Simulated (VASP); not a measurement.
# KF (P1) in VASP: single point with PBEsol

Aim: the single point of KF with PBEsol.

Program: VASP 6.6.1. These are calculated values, not measurements. Logs are shortened: lines on timing, memory, paths and dates and some standing lists are left out, and cuts for length are marked.

### Step 1. The cell of the first run

The typed cell holds 2 atoms: a = 3.754 Å, b = 3.754 Å, c = 3.754 Å, α = 60.00°, β = 60.00°, γ = 60.00°.

### Step 2. Single point, PBEsol

The input, INCAR:

```
SYSTEM = KF
PREC = Accurate
ENCUT = 600
EDIFF = 1E-6
ISMEAR = 0
SIGMA = 0.01
LREAL = .False.
LASPH = .True.
NELM = 120
ALGO = Normal
ISIF = 2
LWAVE = .False.
LCHARG = .False.
GGA = PS
NBANDS = 15
GGA_COMPAT = .False.
```

The input, KPOINTS:

```
Automatic mesh
0
Gamma
  4 4 4
  0.25 0.25 0.25
```

The input, POSCAR:

```
KF
1.0
    0.0000000000      2.6544134050      2.6544134050
    2.6544134050      0.0000000000      2.6544134050
    2.6544134050      2.6544134050      0.0000000000
K F
1 1
Direct
   -0.0260471355     -0.0233147155      0.0273120649
    0.5188672484      0.4198700296      0.5389361304
```

Potentials or basis: VASP PAW PBE potentials, release 64 (K_sv, F).

Command:

```sh
> cat potpaw_PBE.64/K_sv/POTCAR potpaw_PBE.64/F/POTCAR > POTCAR
> mpirun -np 1 vasp_std > vasp.out
```

OUTCAR:

```text
SYSTEM = KF
   PREC = Accurate
   ENCUT = 600
   EDIFF = 1E-6
   ISMEAR = 0
   LREAL = .False.
   LASPH = .True.
   NELM = 120
   ISIF = 2
   GGA = PS

 ion  position               nearest neighbor table
   1  0.974  0.977  0.027-   2 2.51   2 2.54   2 2.63   2 2.69   2 2.78   2 2.81
   2  0.519  0.420  0.539-   1 2.51   1 2.54   1 2.63   1 2.69   1 2.78   1 2.81

  LATTYP: Found a face centered cubic cell.
 ALAT       =     5.3088268100

  Lattice vectors:

 A1 = (   0.0000000000,   2.6544134050,   2.6544134050)
 A2 = (   2.6544134050,   0.0000000000,   2.6544134050)
 A3 = (   2.6544134050,   2.6544134050,   0.0000000000)

Analysis of symmetry for initial positions (statically):
=====================================================================
 Subroutine PRICEL returns:
 Original cell was already a primitive cell.

 Routine SETGRP: Setting up the symmetry group for a
 face centered cubic supercell.

 Subroutine GETGRP returns: Found  1 space group operations
 (whereof  1 operations were pure point group operations)
 out of a pool of 48 trial point group operations.

The static configuration has the point symmetry C_1 .

Analysis of symmetry for dynamics (positions and initial velocities):
=====================================================================
 Subroutine PRICEL returns:
 Original cell was already a primitive cell.

 Routine SETGRP: Setting up the symmetry group for a
 face centered cubic supercell.

 Subroutine GETGRP returns: Found  1 space group operations
 (whereof  1 operations were pure point group operations)
 out of a pool of 48 trial point group operations.

The dynamic configuration has the point symmetry C_1 .

 Subroutine INISYM returns: Found  1 space group operations
 (whereof  1 operations are pure point group operations),
 and found     1 'primitive' translations

----------------------------------------------------------------------------------------

                                     Primitive cell

  volume of cell :      37.4055

  direct lattice vectors                    reciprocal lattice vectors
     0.000000000  2.654413405  2.654413405    -0.188365535  0.188365535  0.188365535
     2.654413405  0.000000000  2.654413405     0.188365535 -0.188365535  0.188365535
     2.654413405  2.654413405  0.000000000     0.188365535  0.188365535 -0.188365535

  length of vectors
     3.753907437  3.753907437  3.753907437     0.326258676  0.326258676  0.326258676

  position of ions in fractional coordinates (direct lattice)
     0.973952864  0.976685285  0.027312065
     0.518867248  0.419870030  0.538936130

  ion indices of the primitive-cell ions
   primitive index   ion index
                 1           1
                 2           2

----------------------------------------------------------------------------------------

 KPOINTS: Automatic mesh

Automatic generation of k-mesh.
 Grid dimensions read from file:
 generate k-points for:    4    4    4

 Generating k-lattice:

  Cartesian coordinates                     Fractional coordinates (reciprocal lattice)
    -0.047091384  0.047091384  0.047091384     0.250000000  0.000000000  0.000000000
     0.047091384 -0.047091384  0.047091384     0.000000000  0.250000000  0.000000000
     0.047091384  0.047091384 -0.047091384     0.000000000  0.000000000  0.250000000

  Length of vectors
     0.081564669  0.081564669  0.081564669

  Shift w.r.t. Gamma in fractional coordinates (k-lattice)
     0.250000000  0.250000000  0.250000000

 Subroutine IBZKPT returns following result:
 ===========================================

 Found    256 irreducible k-points:

 Following reciprocal coordinates:
            Coordinates               Weight
  0.062500  0.062500  0.062500      2.000000
  0.062500  0.000000  0.000000      2.000000
  0.000000  0.000000 -0.062500      2.000000
  0.000000  0.062500  0.000000      2.000000
  0.312500  0.062500  0.062500      2.000000
  0.062500  0.312500  0.062500      2.000000
[... 16 lines left out ...]
  0.000000  0.500000 -0.062500      2.000000
  0.500000  0.000000 -0.062500      2.000000
 [... further k-points ...]
   k-points           NKPTS =    256   k-points in BZ     NKDIM =    256   number of bands    NBANDS=     15
   number of dos      NEDOS =    301   number of ions     NIONS =      2
   total plane-waves  NPLWV =  27000
   dimension x,y,z NGX =    30 NGY =   30 NGZ =   30
   dimension x,y,z NGXF=    60 NGYF=   60 NGZF=   60
   ions per type =               1   1
   NGX,Y,Z   is equivalent  to a cutoff of  13.29, 13.29, 13.29 a.u.
   NGXF,Y,Z  is equivalent  to a cutoff of  26.57, 26.57, 26.57 a.u.
 SYSTEM =  KF
   PREC   = accura    normal or accurate (medium, high low for compatibility)
   ISTART =      0    job   : 0-new  1-cont  2-samecut
   ICHARG =      2    charge: 1-file 2-atom 10-const
   ISPIN  =      1    spin polarized calculation?
   LNONCOLLINEAR =      F non collinear calculations
   LSORBIT =      F    spin-orbit coupling
   LASPH  =      T    aspherical Exc in radial PAW
   ENCUT  =  600.0 eV  44.10 Ry    6.64 a.u.   7.50  7.50  7.50*2*pi/ulx,y,z
   NELM   =    120;   NELMIN=  2; NELMDL= -5     # of ELM steps
   EDIFF  = 0.1E-05   stopping-criterion for ELM
   LREAL  =      F    real-space projection
   EDIFFG = 0.1E-04   stopping-criterion for IOM
   NSW    =      0    number of steps for IOM
   IBRION =     -1    ionic relax: 0-MD 1-quasi-New 2-CG
   NFREE  =      0    steps in history (QN), initial steepest desc. (CG)
   ISIF   =      2    stress and relaxation
   ISYM   =      2    0-nonsym 1-usesym 2-fastsym
   POTIM  = 0.5000    time-step for ionic-motion
   TEBEG  =    0.0;   TEEND  =   0.0 temperature during run
   PSTRESS=    0.0 pullay stress
   NELECT =      16.0000    total number of electrons
   NUPDOWN=      -1.0000    fix difference up-down
   EMIN   =  10.00;   EMAX   =-10.00  energy-range for DOS
   EFERMI =   0.00;   METHOD = LEGACY
   ISMEAR =     0;   SIGMA  =   0.01  broadening in eV -4-tet -1-fermi 0-gaus
   EFERMI_NEDOS =   21; number of points for ismear=-14 and -15
   IALGO  =     38    algorithm
   IMIX   =      4    mixing-type and parameters
     AMIX     =   0.40;   BMIX     =  1.00
     AMIX_MAG =   1.60;   BMIX_MAG =  1.00
  volume/ion in A,a.u.               =      18.70       126.21
  Fermi-wavevector in a.u.,A,eV,Ry     =   1.233492  2.330962 20.701292  1.521502
  Thomas-Fermi vector in A             =   2.368220
   LORBIT       =      0    0 simple, 1 ext, 2 COOP (PROOUT), +10 PAW based schemes
   GGA     = PS    functional components
   LHFCALC =     F    Hartree Fock is set to
   AEXX    =    0.0000 exact exchange contribution
   IVDW    =     0    specifies the selected vdW correction
   LEPSILON=     F    determine dielectric tensor
   LRPA    =     F    only Hartree local field effects (RPA)
 non-spin polarized calculation
 Gauss-broadening in eV      SIGMA  =   0.01
  energy-cutoff  :      600.00
  volume of cell :       37.41
 maximum number of plane-waves:      1264
 NGX is ok and might be reduce to    30
   NGX = 15   NGY = 15   NGZ = 15

 number of electron      15.9999998 magnetization

 Free energy of the ion-electron system (eV)
  ---------------------------------------------------
  ext. energy  EPLUGINS =         0.00000000
  ---------------------------------------------------
  free energy    TOTEN  =        -8.49104552 eV

  energy without entropy =       -8.49104552  energy(sigma->0) =       -8.49104552

 E-fermi :  -2.8242     XC(G=0):  -8.6947

 val. band max:       -2.8885596538   @ k =   0.0625   0.0625   0.0625
 cond. band min:       3.3753004046   @ k =   0.0625   0.0625   0.0625
 fundamental gap:      6.2638600584
 Fermi energy:        -2.8241788934

 k-point     1 :       0.0625    0.0625    0.0625
  band No.  band energies     occupation
      1     -28.7444      2.00000
      2     -21.4164      2.00000
      3     -12.0619      2.00000
      4     -12.0451      2.00000
      5     -12.0378      2.00000
      6      -2.9360      2.00000
      7      -2.9025      2.00000
      8      -2.8886      2.00000
      9       3.3753      0.00000
     10       7.7654      0.00000
     11       7.9359      0.00000
     12       7.9784      0.00000
     13       9.6198      0.00000
     14       9.6823      0.00000
     15      14.1580      0.00000

 k-point     2 :       0.0625    0.0000    0.0000
  band No.  band energies     occupation
      1     -28.7445      2.00000
      2     -21.4161      2.00000
      3     -12.0561      2.00000
      4     -12.0496      2.00000
      5     -12.0393      2.00000
      6      -2.9350      2.00000
      7      -2.8995      2.00000
      8      -2.8943      2.00000
      9       3.3757      0.00000
     10       7.8142      0.00000
     11       7.8941      0.00000
     12       7.9794      0.00000
     13       9.6191      0.00000
     14       9.6758      0.00000
     15      14.1600      0.00000

 k-point     3 :       0.0000    0.0000   -0.0625
  band No.  band energies     occupation
      1     -28.7444      2.00000
      2     -21.4164      2.00000
      3     -12.0615      2.00000
      4     -12.0455      2.00000
      5     -12.0378      2.00000
      6      -2.9361      2.00000
      7      -2.9019      2.00000
      8      -2.8891      2.00000
      9       3.3753      0.00000
     10       7.7685      0.00000
     11       7.9314      0.00000
     12       7.9804      0.00000
     13       9.6199      0.00000
     14       9.6818      0.00000
     15      14.1581      0.00000

 k-point     4 :       0.0000    0.0625    0.0000
  band No.  band energies     occupation
      1     -28.7445      2.00000
      2     -21.4159      2.00000
      3     -12.0534      2.00000
      4     -12.0494      2.00000
      5     -12.0424      2.00000
      6      -2.9326      2.00000
      7      -2.9022      2.00000
      8      -2.8950      2.00000
      9       3.3760      0.00000
     10       7.8417      0.00000
     11       7.8959      0.00000
     12       7.9549      0.00000
     13       9.6163      0.00000
     14       9.6742      0.00000
     15      14.1611      0.00000
[... 307 lines left out ...]
 k-point    22 :       0.0625    0.5000    0.0000
  band No.  band energies     occupation
      1     -28.6393      2.00000
      2     -21.5100      2.00000
      3     -12.3459      2.00000
      4     -12.1015      2.00000
      5     -12.0955      2.00000
      6      -3.6710      2.00000
      7      -3.2361      2.00000
      8      -3.2281      2.00000
      9       6.2480      0.00000
     10       7.6545      0.00000
     11       9.3099      0.00000
     12       9.3576      0.00000
     13      11.5443      0.00000
     14      11.6117      0.00000
     15      13.3161      0.00000

 k-point    23 :       0.0000    0.5000   -0.0625
  band No.  band energies     occupation
      1     -28.6393      2.00000
      2     -21.5102      2.00000
      3     -12.3469      2.00000
      4     -12.1027      2.00000
      5     -12.0932      2.00000
      6      -3.6706      2.00000
      7      -3.2404      2.00000
      8      -3.2233      2.00000
      9       6.2437      0.00000
     10       7.6490      0.00000
     11       9.2742      0.00000
     12       9.4122      0.00000
     13      11.5279      0.00000
     14      11.6209      0.00000
     15      13.3086      0.00000

 k-point    24 :       0.5000    0.0000   -0.0625
  band No.  band energies     occupation
      1     -28.6380      2.00000
      2     -21.5149      2.00000
      3     -12.3401      2.00000
      4     -12.1064      2.00000
      5     -12.0938      2.00000
      6      -3.6668      2.00000
      7      -3.2322      2.00000
      8      -3.2120      2.00000
      9       6.2204      0.00000
     10       7.6081      0.00000
     11       9.2442      0.00000
     12       9.4215      0.00000
     13      11.5253      0.00000
     14      11.6347      0.00000
     15      13.3398      0.00000

 [... further k-points ...]

------------------------ aborting loop because EDIFF is reached ----------------------------------------

  FORCE on cell =-STRESS in cart. coord.  units (eV):
  Direction    XX          YY          ZZ          XY          YZ          ZX
  --------------------------------------------------------------------------------------
  -------------------------------------------------------------------------------------
  Total        0.1588889      0.2669317     -0.0128675      0.0536965      0.0134219     -0.0103728
  in kB        6.8056332     11.4333918     -0.5511510      2.2999619      0.5748969     -0.4442944
  external PRESSURE =       5.8959580 kB  Pullay stress =       0.0000000 kB

 VOLUME and BASIS-vectors are now :
 -----------------------------------------------------------------------------
  energy-cutoff  :      600.00
  volume of cell :       37.41
      direct lattice vectors                 reciprocal lattice vectors
     0.000000000  2.654413405  2.654413405    -0.188365535  0.188365535  0.188365535
     2.654413405  0.000000000  2.654413405     0.188365535 -0.188365535  0.188365535
     2.654413405  2.654413405  0.000000000     0.188365535  0.188365535 -0.188365535

 POSITION                                       TOTAL-FORCE (eV/Angst)
 -----------------------------------------------------------------------------------
      2.66502      2.65777      5.17780        -0.192012      0.255071     -0.045441
      2.54507      2.80785      2.49180         0.192012     -0.255071      0.045441
 -----------------------------------------------------------------------------------
    total drift:                                0.000028     -0.000082     -0.000268

  FREE ENERGIE OF THE ION-ELECTRON SYSTEM (eV)
  ---------------------------------------------------
  free  energy   TOTEN  =        -8.4910455190 eV

  energy  without entropy=       -8.4910455190  energy(sigma->0) =       -8.49104552
```

Wall time 2.1 min (1 thread of AMD EPYC 7R13 (Zen 3), shared host); peak memory 0.27 GiB.

What came out:

- Free energy: -8.4910 eV
- Pressure: 0.6 GPa
- Largest force: 0.322 eV/Å
- Band gap on the k mesh: 6.26 eV

Forces in eV/Å, atoms in the order of the input:
```
K   -0.192  0.255 -0.045
F    0.192 -0.255  0.045
```

Caveat: the PAW data sets were made with another functional, which shifts forces and pressure a little; a shifted mesh leaves out Γ, where band edges can lie. A k mesh can miss the band edges.
